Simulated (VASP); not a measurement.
Write the native input for VASP 6.6.1 that does the following.

```
Task                   : single point
Functional             : PBEsol
Potentials or basis    : VASP PAW PBE potentials, release 64 (Yb, B)
Cutoff                 : 520 eV
k mesh                 : 12 × 12 × 9
Occupations            : gaussian, width 0.1 eV
Spin                   : no spin polarisation
Dipole correction      : no
Further INCAR settings : ALGO = Normal; EDIFF = 1e-06; NBANDS = 22
```

The structure of YbB2 lies in POSCAR:

```
YbB2
1.0
    3.2503000000      0.0000000000      0.0000000000
   -1.6251500000      2.8148423700      0.0000000000
    0.0000000000      0.0000000000      3.7315000000
Yb B
1 2
Direct
    0.0000000000      0.0000000000      0.0000000000
    0.3333333300      0.6666666700      0.5000000000
    0.6666666700      0.3333333300      0.5000000000
```

These files were run (other wordings do the same):

INCAR

```
SYSTEM = YbB2
  ALGO = Normal
  EDIFF = 1E-6
  ENCUT = 520
  GGA = PS
  ISIF = 2
  ISMEAR = 0
  LASPH = .TRUE.
  LCHARG = .FALSE.
  LREAL = .FALSE.
  LWAVE = .FALSE.
  NBANDS = 22
  NELM = 100
  PREC = Accurate
  SIGMA = 0.1
```

KPOINTS

```
k-points
0
G
  12 12 9
  0 0 0
```

Potentials or basis: VASP PAW PBE potentials, release 64 (Yb, B).

Launch:

```sh
$ cat potpaw_PBE.64/Yb/POTCAR potpaw_PBE.64/B/POTCAR > POTCAR
$ mpirun -np 1 vasp_std > vasp.out
```

Results of the run:

* Pressure: -2.6 GPa
* Band gap on the k mesh: zero (bands 15 and 16 overlap by 1.26 eV)

Caveat: the PAW data sets were made with another functional, which shifts forces and pressure a little; spin-orbit coupling is left out, which moves the levels of the heavy elements.

Wall time 3.6 min on 1 thread of Intel(R) Xeon(R) Platinum 8259CL CPU @ 2.50GHz (Skylake/Cascade Lake), on a shared host, peak memory 0.22 GiB.
